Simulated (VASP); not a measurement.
Set up this calculation in VASP 6.6.1, as the native input.

- Task: single point
- Functional: PBE
- Potentials or basis: VASP PAW PBE potentials, release 64 (Ga_d, Si)
- Cutoff: 520 eV
- k mesh: 6 × 6 × 6
- Occupations: gaussian, width 0.1 eV
- Spin: no spin polarisation
- Dipole correction: no
- Further INCAR settings: ALGO = Normal; EDIFF = 1e-06; NBANDS = 16

The structure of GaSi lies in POSCAR:

```
GaSi
1.0
    0.0000000000      2.6271099774      2.6271099774
    2.6271099774      0.0000000000      2.6271099774
    2.6271099774      2.6271099774      0.0000000000
Ga Si
1 1
Direct
    0.0000000000      0.0000000000      0.0000000000
    0.7500000000      0.7500000000      0.7500000000
```

These files were run (other wordings do the same):

INCAR

```
PREC = Accurate
ENCUT = 520
EDIFF = 1E-6
ISMEAR = 0
SIGMA = 0.1
LREAL = F
LASPH = T
NELM = 60
ALGO = Normal
ISIF = 2
LWAVE = F
LCHARG = F
GGA = PE
NBANDS = 16
```

KPOINTS

```
Automatic mesh
0
Gamma
  6 6 6
```

Potentials or basis: VASP PAW PBE potentials, release 64 (Ga_d, Si).

Command:

```sh
$ cat potpaw_PBE.64/Ga_d/POTCAR potpaw_PBE.64/Si/POTCAR > POTCAR
$ mpirun -np 1 vasp_std > vasp.out
```

It gave:

* Pressure: 20.8 GPa

It took 6.1 s on 1 thread of Intel Xeon 6975P-C, on a shared host, peak memory 0.16 GiB.
